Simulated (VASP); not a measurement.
# AlRu2 (I4_1/amd) in VASP: single point with PBE

Aim: the single point of AlRu2 with PBE.

Everything below comes from runs of VASP 6.6.1. Logs are shortened: lines on timing, memory, paths and dates and some standing lists are left out, and cuts for length are marked.

### 1 The cell of the first run

Symmetry: I4_1/amd, No. 141, tetragonal system. Conventional cell: a = 4.084 Å, b = 4.084 Å, c = 10.266 Å, α = 90.00°, β = 90.00°, γ = 90.00°. Within 2.8 Å of Al (site symmetry -4m2) lie 6 Ru at 2.09 to 2.12 Å. Ru (site symmetry 2mm) has 3 Al at 2.09 to 2.12 Å and 2 Ru at 2.64 Å within 2.8 Å.

### 2 Single point, PBE

Input file INCAR:

```
SYSTEM = AlRu2
PREC = Accurate
ENCUT = 560
EDIFF = 1E-6
ISMEAR = 0
SIGMA = 0.1
LREAL = .False.
LASPH = .True.
NELM = 120
ALGO = Normal
ISIF = 2
LWAVE = .False.
LCHARG = .True.
GGA = PE
LELF = .True.
LVHAR = .True.
NBANDS = 44
GGA_COMPAT = .False.
```

Input file KPOINTS:

```
Automatic mesh
0
Gamma
  6 6 6
  0 0 0
```

Input file POSCAR:

```
AlRu2
1.0
   -2.0419928880      2.0419928880      5.1327662711
    2.0419928880     -2.0419928880      5.1327662711
    2.0419928880      2.0419928880     -5.1327662711
Al Ru
2 4
Direct
    0.0000000000      0.0000000000      0.0000000000
    0.7500000000      0.2500000000      0.5000000000
    0.2066000000      0.2066000000      0.0000000000
    0.9566000000      0.4566000000      0.5000000000
    0.5434000000      0.0434000000      0.5000000000
    0.7934000000      0.7934000000      0.0000000000
```

Potentials or basis: VASP PAW PBE potentials, release 64 (Al, Ru_sv).

Command:

```sh
cat potpaw_PBE.64/Al/POTCAR potpaw_PBE.64/Ru_sv/POTCAR > POTCAR
mpirun -np 1 vasp_std > vasp.out
```

OUTCAR:

```text
SYSTEM = AlRu2
   PREC = Accurate
   ENCUT = 560
   EDIFF = 1E-6
   ISMEAR = 0
   LREAL = .False.
   LASPH = .True.
   NELM = 120
   ISIF = 2
   GGA = PE

 ion  position               nearest neighbor table
   1  0.000  0.000  0.000-   5 2.09   4 2.09   5 2.09   4 2.09   3 2.12   6 2.12   2 3.28   2 3.28
                             2 3.28   2 3.28
   2  0.750  0.250  0.500-   6 2.09   3 2.09   6 2.09   3 2.09   4 2.12   5 2.12   1 3.28   1 3.28
                             1 3.28   1 3.28
   3  0.207  0.207  0.000-   2 2.09   2 2.09   1 2.12   5 2.64   5 2.64
   4  0.957  0.457  0.500-   1 2.09   1 2.09   2 2.12   6 2.64   6 2.64
   5  0.543  0.043  0.500-   1 2.09   1 2.09   2 2.12   3 2.64   3 2.64
   6  0.793  0.793  0.000-   2 2.09   2 2.09   1 2.12   4 2.64   4 2.64

  LATTYP: Found a body centered tetragonal cell.
 ALAT       =     4.0839857760
 C/A-ratio  =     2.5136063408

  Lattice vectors:

 A1 = (  -2.0419928880,   2.0419928880,   5.1327662711)
 A2 = (   2.0419928880,  -2.0419928880,   5.1327662711)
 A3 = (   2.0419928880,   2.0419928880,  -5.1327662711)

Analysis of symmetry for initial positions (statically):
=====================================================================
 Subroutine PRICEL returns:
 Original cell was already a primitive cell.

 Routine SETGRP: Setting up the symmetry group for a
 body centered tetragonal supercell.

 Subroutine GETGRP returns: Found 16 space group operations
 (whereof  8 operations were pure point group operations)
 out of a pool of 16 trial point group operations.

The static configuration has the point symmetry D_2d.
 The point group associated with its full space group is D_4h.

Analysis of symmetry for dynamics (positions and initial velocities):
=====================================================================
 Subroutine PRICEL returns:
 Original cell was already a primitive cell.

 Routine SETGRP: Setting up the symmetry group for a
 body centered tetragonal supercell.

 Subroutine GETGRP returns: Found 16 space group operations
 (whereof  8 operations were pure point group operations)
 out of a pool of 16 trial point group operations.

The dynamic configuration has the point symmetry D_2d.
 The point group associated with its full space group is D_4h.

 Subroutine INISYM returns: Found 16 space group operations
 (whereof  8 operations are pure point group operations),
 and found     1 'primitive' translations

[... 97 lines left out ...]
   LNONCOLLINEAR =      F non collinear calculations
   LSORBIT =      F    spin-orbit coupling
   LASPH  =      T    aspherical Exc in radial PAW
   ENCUT  =  560.0 eV  41.16 Ry    6.42 a.u.  11.36 11.36 11.36*2*pi/ulx,y,z
   NELM   =    120;   NELMIN=  2; NELMDL= -5     # of ELM steps
   EDIFF  = 0.1E-05   stopping-criterion for ELM
   LREAL  =      F    real-space projection
   EDIFFG = 0.1E-04   stopping-criterion for IOM
   NSW    =      0    number of steps for IOM
   IBRION =     -1    ionic relax: 0-MD 1-quasi-New 2-CG
   NFREE  =      0    steps in history (QN), initial steepest desc. (CG)
   ISIF   =      2    stress and relaxation
   ISYM   =      2    0-nonsym 1-usesym 2-fastsym
   POTIM  = 0.5000    time-step for ionic-motion
   TEBEG  =    0.0;   TEEND  =   0.0 temperature during run
   PSTRESS=    0.0 pullay stress
   NELECT =      70.0000    total number of electrons
   NUPDOWN=      -1.0000    fix difference up-down
   EMIN   =  10.00;   EMAX   =-10.00  energy-range for DOS
   EFERMI =   0.00;   METHOD = LEGACY
   ISMEAR =     0;   SIGMA  =   0.10  broadening in eV -4-tet -1-fermi 0-gaus
   EFERMI_NEDOS =   21; number of points for ismear=-14 and -15
   IALGO  =     38    algorithm
   IMIX   =      4    mixing-type and parameters
     AMIX     =   0.40;   BMIX     =  1.00
     AMIX_MAG =   1.60;   BMIX_MAG =  1.00
  volume/ion in A,a.u.               =      14.27        96.29
  Fermi-wavevector in a.u.,A,eV,Ry     =   1.530856  2.892897 31.885506  2.343519
  Thomas-Fermi vector in A             =   2.638281
   LORBIT       =      0    0 simple, 1 ext, 2 COOP (PROOUT), +10 PAW based schemes
   GGA     = PE    functional components
   LHFCALC =     F    Hartree Fock is set to
   AEXX    =    0.0000 exact exchange contribution
   IVDW    =     0    specifies the selected vdW correction
   LEPSILON=     F    determine dielectric tensor
   LRPA    =     F    only Hartree local field effects (RPA)
 non-spin polarized calculation
 Gauss-broadening in eV      SIGMA  =   0.10
  energy-cutoff  :      560.00
  volume of cell :       85.61
 maximum number of plane-waves:      2605
 NGX is ok and might be reduce to    48
   NGX = 23   NGY = 23   NGZ = 23

 number of electron      69.9999998 magnetization

 Free energy of the ion-electron system (eV)
  ---------------------------------------------------
  ext. energy  EPLUGINS =         0.00000000
  ---------------------------------------------------
  free energy    TOTEN  =       -30.48106833 eV

  energy without entropy =      -30.44090507  energy(sigma->0) =      -30.46098670

 E-fermi :  11.3747     XC(G=0): -12.4667

 val. band max:       11.3596777188   @ k =   0.5000   0.0000   0.0000
 cond. band min:      11.3767870580   @ k =  -0.1667   0.3333   0.1667
 fundamental gap:      0.0171093392
 Fermi energy:        11.3746993684

 k-point     1 :       0.0000    0.0000    0.0000
  band No.  band energies     occupation
      1     -60.8209      2.00000
      2     -60.7845      2.00000
      3     -60.7335      2.00000
      4     -60.7147      2.00000
      5     -31.3521      2.00000
      6     -31.3521      2.00000
[... 1117 lines left out ...]
     43      19.2203      0.00000
     44      19.3069      0.00000

 [... further k-points ...]
[... 5 lines left out ...]
  --------------------------------------------------------------------------------------
  -------------------------------------------------------------------------------------
  Total       37.3804340     37.3804340     38.9076123      0.0000000      0.0000000      0.0000000
  in kB      699.5761450    699.5761450    728.1573404      0.0000000      0.0000000      0.0000000
  external PRESSURE =     709.1032101 kB  Pullay stress =       0.0000000 kB

 VOLUME and BASIS-vectors are now :
 -----------------------------------------------------------------------------
  energy-cutoff  :      560.00
  volume of cell :       85.61
      direct lattice vectors                 reciprocal lattice vectors
    -2.041992888  2.041992888  5.132766271     0.000000000  0.244858835  0.097413358
     2.041992888 -2.041992888  5.132766271     0.244858835  0.000000000  0.097413358
     2.041992888  2.041992888 -5.132766271     0.244858835  0.244858835  0.000000000

 POSITION                                       TOTAL-FORCE (eV/Angst)
 -----------------------------------------------------------------------------------
      0.00000      0.00000      0.00000        -0.000000     -0.000000      0.000000
     -0.00000      2.04199      2.56638        -0.000000     -0.000000      0.000000
      0.00000      0.00000      2.12086         0.000000      0.000000      4.928875
      0.00000      2.04199      4.68724        -0.000000     -0.000000      4.928875
      0.00000      2.04199      0.44552        -0.000000     -0.000000     -4.928875
      0.00000      0.00000      8.14467         0.000000      0.000000     -4.928875
 -----------------------------------------------------------------------------------
    total drift:                                0.000000      0.000000     -0.000000

  FREE ENERGIE OF THE ION-ELECTRON SYSTEM (eV)
  ---------------------------------------------------
  free  energy   TOTEN  =       -30.4810683276 eV

  energy  without entropy=      -30.4409050706  energy(sigma->0) =      -30.46098670
```

OSZICAR:

```text
N       E                     dE             d eps       ncg     rms          rms(c)
DAV:   1     0.108690795924E+04    0.10869E+04   -0.46109E+04  2696   0.181E+03
DAV:   2     0.112119739612E+02   -0.10757E+04   -0.10506E+04  2988   0.596E+02
DAV:   3    -0.332789910645E+02   -0.44491E+02   -0.42792E+02  3204   0.130E+02
DAV:   4    -0.342576450648E+02   -0.97865E+00   -0.97060E+00  2948   0.194E+01
DAV:   5    -0.342779797581E+02   -0.20335E-01   -0.20328E-01  2992   0.289E+00    0.443E+01
DAV:   6    -0.306853169490E+02    0.35927E+01   -0.13791E+01  2824   0.212E+01    0.923E+00
DAV:   7    -0.304994587264E+02    0.18586E+00   -0.82336E-01  2948   0.532E+00    0.651E+00
DAV:   8    -0.304841786464E+02    0.15280E-01   -0.88543E-02  3128   0.144E+00    0.163E+00
DAV:   9    -0.304809956932E+02    0.31830E-02   -0.13140E-02  2804   0.723E-01    0.337E-01
DAV:  10    -0.304810821504E+02   -0.86457E-04   -0.90872E-04  3164   0.208E-01    0.138E-01
DAV:  11    -0.304810704796E+02    0.11671E-04   -0.66853E-05  3288   0.890E-02    0.238E-02
DAV:  12    -0.304810683222E+02    0.21574E-05   -0.15588E-05  3336   0.433E-02    0.172E-02
DAV:  13    -0.304810683276E+02   -0.54242E-08   -0.12274E-06  1556   0.774E-03
   1 F= -.30481068E+02 E0= -.30460987E+02  d E =-.401633E-01
```

stdout:

```text
POSCAR found type information on POSCAR AlRu
 POSCAR found :  2 types and       6 ions
 scaLAPACK will be used
 LDA part: xc-table for (Slater+PW92), standard interpolation
 POSCAR, INCAR and KPOINTS ok, starting setup
 FFT: planning ... GRIDC
 FFT: planning ... GRID_SOFT
 FFT: planning ... GRID
 WAVECAR not read
 entering main loop
```

It took 3.1 min on 1 thread of Intel Xeon Platinum 8375C at 2.90GHz (Ice Lake), shared host; peak memory 0.36 GiB.

Results:

```
Free energy            : -30.4811 eV
Pressure               : 70.9 GPa
Largest force          : 4.929 eV/Å
Band gap on the k mesh : zero (bands 35 and 36 overlap by 0.91 eV)
```

Forces in eV/Å, atoms in the order of the input:
```
Al   0.000  0.000  0.000
Al   0.000  0.000  0.000
Ru   0.000  0.000  4.929
Ru   0.000  0.000  4.929
Ru   0.000  0.000 -4.929
Ru   0.000  0.000 -4.929
```

Stress tensor (GPa, compression positive):
```
69.96  0.00  0.00
 0.00 69.96  0.00
 0.00  0.00 72.82
```

Caveat: the cell stands under pressure; forces of over 1 eV/Å act on the atoms, so gaps and moduli don't describe the material at rest.
